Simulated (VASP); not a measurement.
# BeS (F-43m) in VASP: notebook, part 2 of 2

VASP 6.6.1. The steps go on from the part before.

## Step 3: Single point, PBE (14.92 Å³/atom)

This run uses another cell than the first one, of 14.92 Å³/atom.

The input, INCAR:

```
SYSTEM = BeS
ALGO = Normal ; EDIFF = 1E-7
ENCUT = 520 ; GGA = PE
ISIF = 2 ; ISMEAR = 0
LASPH = .True. ; LCHARG = .True.
LELF = .True. ; LREAL = .False.
LVHAR = .True. ; LWAVE = .False.
NBANDS = 11 ; NELM = 100
PREC = Accurate ; SIGMA = 0.01
```

The input, KPOINTS:

```
k-points
0
Gamma
  8 8 8
  0 0 0
```

The input, POSCAR:

```
BeS
1.0
    0.0000000000      2.4620582498      2.4620582498
    2.4620582498      0.0000000000      2.4620582498
    2.4620582498      2.4620582498      0.0000000000
Be S
1 1
Direct
    0.0000000000      0.0000000000      0.0000000000
    0.2500000000      0.2500000000      0.2500000000
```

Potentials or basis: VASP PAW PBE potentials, release 64 (Be, S).

The run is started by

```console
$ cat potpaw_PBE.64/Be/POTCAR potpaw_PBE.64/S/POTCAR > POTCAR
$ mpirun -np 1 vasp_std > vasp.out
```

It took 13 s on 1 thread of Intel Xeon 8259CL, shared host; peak memory 0.15 GiB.

The run converged. Its results:

```yaml
Free_energy: -10.0065 eV
Pressure: -2.6 GPa
Band_gap_on_the_k_mesh: 3.21 eV (least direct gap 5.51 eV)
```

Levels at points of the mesh, in eV from the valence-band top:
| k point | band 1 | band 2 | band 3 | band 4 | band 5 | band 6 | band 7 | band 8 |
| --- | --- | --- | --- | --- | --- | --- | --- | --- |
| (0.00, 0.00, 0.00) | -13.40 | 0.00 | 0.00 | 0.00 | 5.51 | 5.68 | 5.68 | 5.68 |
| (0.50, 0.00, 0.00) | -11.91 | -5.50 | -0.97 | -0.97 | 5.31 | 6.57 | 6.57 | 10.99 |
| (0.50, 0.50, 0.00) | -11.41 | -4.79 | -2.49 | -2.49 | 3.21 | 4.95 | 12.41 | 12.41 |

A k mesh can miss the band edges. As with any semilocal functional, this PBE gap is likely too small.

## Step 4: Single point, PBE (15.36 Å³/atom)

This run uses another cell than the first one, of 15.36 Å³/atom.

The input, INCAR:

```
SYSTEM = BeS
PREC     = Accurate       ! precision mode
ENCUT    = 520            ! plane-wave cutoff, eV
EDIFF    = 1E-6           ! SCF threshold, eV
ISMEAR   = 0              ! smearing method
SIGMA    = 0.01           ! smearing width, eV
LREAL    = .False.        ! projectors in reciprocal space
LASPH    = .True.         ! aspherical terms in the spheres
NELM     = 60             ! most SCF steps
ALGO     = Normal         ! electronic algorithm
ISIF     = 2              ! what is computed and relaxed
LWAVE    = .False.        ! write WAVECAR
LCHARG   = .False.        ! write CHGCAR
GGA      = PE             ! functional
NBANDS   = 11             ! bands
```

The input, KPOINTS:

```
Automatic mesh
0
Gamma
  8 8 8
  0 0 0
```

The input, POSCAR:

```
BeS
1.0
    0.0000000000      2.4857333392      2.4857333392
    2.4857333392      0.0000000000      2.4857333392
    2.4857333392      2.4857333392      0.0000000000
Be S
1 1
Direct
    0.0000000000      0.0000000000      0.0000000000
    0.2500000000      0.2500000000      0.2500000000
```

The run is started by

```console
$ cat potpaw_PBE.64/Be/POTCAR potpaw_PBE.64/S/POTCAR > POTCAR
$ mpirun -np 1 vasp_std > vasp.out
```

Wall time 12 s (1 thread of Intel Xeon 8259CL, shared host); peak memory 0.15 GiB.

It converged, with:

```yaml
Free_energy: -9.9865 eV
Pressure: -4.8 GPa
Band_gap_on_the_k_mesh: 3.26 eV (least direct gap 5.27 eV)
```

Levels at points of the mesh, in eV from the valence-band top:
| k point | band 1 | band 2 | band 3 | band 4 | band 5 | band 6 | band 7 | band 8 |
| --- | --- | --- | --- | --- | --- | --- | --- | --- |
| (0.00, 0.00, 0.00) | -13.22 | 0.00 | 0.00 | 0.00 | 5.27 | 5.69 | 5.69 | 5.69 |
| (0.50, 0.00, 0.00) | -11.80 | -5.33 | -0.94 | -0.94 | 5.21 | 6.57 | 6.57 | 10.84 |
| (0.50, 0.50, 0.00) | -11.33 | -4.65 | -2.40 | -2.40 | 3.26 | 4.96 | 12.18 | 12.18 |

Caveat: the cell stands under tension. Expect the measured gap to be larger: semilocal functionals such as PBE lack the derivative discontinuity.

## Step 5: Single point, PBE

This run uses another cell than the first one, of 14.43 Å³/atom.

The input, INCAR:

```
SYSTEM = BeS
PREC = Accurate
ENCUT = 520
EDIFF = 1E-6
ISMEAR = 0
SIGMA = 0.01
LREAL = .False.
LASPH = .True.
NELM = 60
ALGO = Normal
ISIF = 2
LWAVE = .False.
LCHARG = .False.
GGA = PE
NBANDS = 11
```

The input, KPOINTS:

```
regular mesh
0
Gamma
  10 10 10
  0 0 0
```

The input, POSCAR:

```
BeS
1.0
    0.0000000000      2.4343066356      2.4343066356
    2.4343066356      0.0000000000      2.4343066356
    2.4343066356      2.4343066356      0.0000000000
Be S
1 1
Direct
    0.0000000000      0.0000000000      0.0000000000
    0.2500000000      0.2500000000      0.2500000000
```

Potentials or basis: VASP PAW PBE potentials, release 64 (Be, S).

The run is started by

```console
$ cat potpaw_PBE.64/Be/POTCAR potpaw_PBE.64/S/POTCAR > POTCAR
$ mpirun -np 1 vasp_std > vasp.out
```

OUTCAR:

```text
SYSTEM = BeS
   PREC = Accurate
   ENCUT = 520
   EDIFF = 1E-6
   ISMEAR = 0
   LREAL = .False.
   LASPH = .True.
   NELM = 60
   ISIF = 2
   GGA = PE

 ion  position               nearest neighbor table
   1  0.000  0.000  0.000-   2 2.11   2 2.11   2 2.11   2 2.11
   2  0.250  0.250  0.250-   1 2.11   1 2.11   1 2.11   1 2.11

  LATTYP: Found a face centered cubic cell.
 ALAT       =     4.8686132712

  Lattice vectors:

 A1 = (   0.0000000000,   2.4343066356,   2.4343066356)
 A2 = (   2.4343066356,   0.0000000000,   2.4343066356)
 A3 = (   2.4343066356,   2.4343066356,   0.0000000000)

Analysis of symmetry for initial positions (statically):
=====================================================================
 Subroutine PRICEL returns:
 Original cell was already a primitive cell.

 Routine SETGRP: Setting up the symmetry group for a
 face centered cubic supercell.

 Subroutine GETGRP returns: Found 24 space group operations
 (whereof 24 operations were pure point group operations)
 out of a pool of 48 trial point group operations.

The static configuration has the point symmetry T_d .

Analysis of symmetry for dynamics (positions and initial velocities):
[... 172 lines left out ...]
      4       4.0565      2.00000
      5       9.7309      0.00000
      6       9.7309      0.00000
      7       9.7309      0.00000
      8       9.8454      0.00000
      9      16.8478      0.00000
     10      16.8478      0.00000
     11      18.8398      0.00000
[... 309 lines left out ...]
 k-point    24 :       0.4000    0.3000    0.0000
  band No.  band energies     occupation
      1      -7.9934      2.00000
      2      -0.0624      2.00000
      3       1.6448      2.00000
      4       1.9015      2.00000
      5       8.1352      0.00000
      6       9.9146      0.00000
      7      14.1455      0.00000
      8      14.2775      0.00000
      9      17.6972      0.00000
     10      19.3736      0.00000
     11      20.7808      0.00000

 [... further k-points ...]

------------------------ aborting loop because EDIFF is reached ----------------------------------------

  FORCE on cell =-STRESS in cart. coord.  units (eV):
  Direction    XX          YY          ZZ          XY          YZ          ZX
  --------------------------------------------------------------------------------------
  -------------------------------------------------------------------------------------
  Total        0.0802389      0.0802389      0.0802389     -0.0000000      0.0000000     -0.0000000
  in kB        4.4559425      4.4559425      4.4559425     -0.0000000      0.0000000     -0.0000000
  external PRESSURE =       4.4559425 kB  Pullay stress =       0.0000000 kB

 VOLUME and BASIS-vectors are now :
 -----------------------------------------------------------------------------
  energy-cutoff  :      520.00
  volume of cell :       28.85
      direct lattice vectors                 reciprocal lattice vectors
     0.000000000  2.434306636  2.434306636    -0.205397296  0.205397296  0.205397296
     2.434306636  0.000000000  2.434306636     0.205397296 -0.205397296  0.205397296
     2.434306636  2.434306636  0.000000000     0.205397296  0.205397296 -0.205397296

 POSITION                                       TOTAL-FORCE (eV/Angst)
 -----------------------------------------------------------------------------------
      0.00000      0.00000      0.00000         0.000000      0.000000      0.000000
      1.21715      1.21715      1.21715        -0.000000     -0.000000     -0.000000
 -----------------------------------------------------------------------------------
    total drift:                                0.000000      0.000000      0.000000

  FREE ENERGIE OF THE ION-ELECTRON SYSTEM (eV)
  ---------------------------------------------------
  free  energy   TOTEN  =       -10.0132832229 eV

  energy  without entropy=      -10.0132832229  energy(sigma->0) =      -10.01328322
```

Run time: 19 s. Hardware: 1 thread of Intel Xeon 8259CL, shared host; peak memory 0.15 GiB.

Results:

```
Free energy            : -10.0133 eV
Pressure               : 0.4 GPa
Band gap on the k mesh : 3.14 eV (least direct gap 5.67 eV)
```

Levels at points of the mesh, in eV from the valence-band top:
```tsv
k point	band 1	band 2	band 3	band 4	band 5	band 6	band 7	band 8	band 9
(0.00, 0.00, 0.00)	-13.62	0.00	0.00	0.00	5.67	5.67	5.67	5.79	12.79
(0.50, 0.00, 0.00)	-12.04	-5.71	-1.02	-1.02	5.44	6.56	6.56	11.15	14.89
(0.50, 0.50, 0.00)	-11.51	-4.96	-2.60	-2.60	3.14	4.93	12.69	12.69	15.41
```

A k mesh can miss the band edges.

## Step 6: Overview

```csv
cell,k mesh,gap on the mesh (eV),pressure (GPa)
"a = 3.413 Å, angles 60.0°, 2 atoms",8 × 8 × 8,3.08,3.0
"a = 3.482 Å, angles 60.0°, 2 atoms",8 × 8 × 8,3.21,-2.6
"a = 3.515 Å, angles 60.0°, 2 atoms",8 × 8 × 8,3.26,-4.8
"a = 3.443 Å, angles 60.0°, 2 atoms",10 × 10 × 10,3.14,0.4
```

Alike in all rows: task single point; level PBE; potentials or basis VASP PAW PBE potentials, release 64 (Be, S); no spin polarisation; cutoff (eV) 520; smearing gaussian 0.01 eV.

Caveats: the cell stands under pressure (at least some runs); the cell stands under tension (at least some runs).

Absolute energies hang on the potentials; compare differences alone.
